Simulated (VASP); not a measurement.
Wanted: the native input for a VASP 6.6.1 run.

* Task: relaxation of cell and atoms
* Functional: PBE
* Potentials or basis: VASP PAW PBE potentials, release 64 (Ge_d, Te, O)
* Cutoff: 600 eV
* k mesh: 6 × 6 × 6
* Occupations: gaussian, width 0.1 eV
* Spin: no spin polarisation
* Dipole correction: no
* Further INCAR settings: ALGO = Normal; EDIFF = 1e-07; IBRION = 2; EDIFFG = -0.01; NSW = 100; ISIF = 3

The structure of Ge2Te3O lies in POSCAR:

```
Ge2Te3O
1.0
    3.1255189600      1.8045192200      4.4154751500
   -3.1255189600      1.8045192200      4.4154751500
    0.0000000000     -3.6090384300      4.4154751500
Ge Te O
2 3 1
Direct
    0.6293433300      0.6293433300      0.6293433300
    0.3706566700      0.3706566700      0.3706566700
    0.0000000000      0.0000000000      0.5000000000
    0.0000000000      0.5000000000      0.0000000000
    0.5000000000      0.0000000000      0.0000000000
    0.0000000000      0.0000000000      0.0000000000
```

The cell was built from a structure type or drawn by symmetry, and may not be a known phase.

The input as run:

INCAR

```
PREC = Accurate ; ENCUT = 600
EDIFF = 1E-7 ; ISMEAR = 0
SIGMA = 0.1 ; LREAL = F
LASPH = T ; NELM = 120
ALGO = Normal ; ISIF = 3
LWAVE = F ; LCHARG = F
GGA = PE ; IBRION = 2
NSW = 100 ; EDIFFG = -0.01
GGA_COMPAT = F ; NELMIN = 4
```

KPOINTS

```
Automatic mesh
0
Gamma
  6 6 6
```

Potentials or basis: VASP PAW PBE potentials, release 64 (Ge_d, Te, O).

Command:

```console
$ cat potpaw_PBE.64/Ge_d/POTCAR potpaw_PBE.64/Te/POTCAR potpaw_PBE.64/O/POTCAR > POTCAR
$ mpirun -np 1 vasp_std > vasp.out
```

Results of the run:

- Relaxed volume: 23.50 Å³/atom
- Relaxed cell: a = 5.236 Å, b = 5.236 Å, c = 5.236 Å, α = 83.56°, β = 83.56°, γ = 83.56°
- Space group after relaxing (to 0.1 Å): R-3m (No. 166)
- Energy gained by relaxing: 304.4 meV/atom
- Ionic steps: 15
- Pressure after relaxing: 0.0 GPa
- Largest force after relaxing: 0.008 eV/Å
- Band gap on the k mesh: zero (bands 26 and 27 overlap by 1.20 eV)

Caveat: spin-orbit coupling is left out, which moves the levels of the heavy elements.

It took 77 min on 1 thread of Intel Xeon 8259CL, on a shared host, peak memory 0.47 GiB.
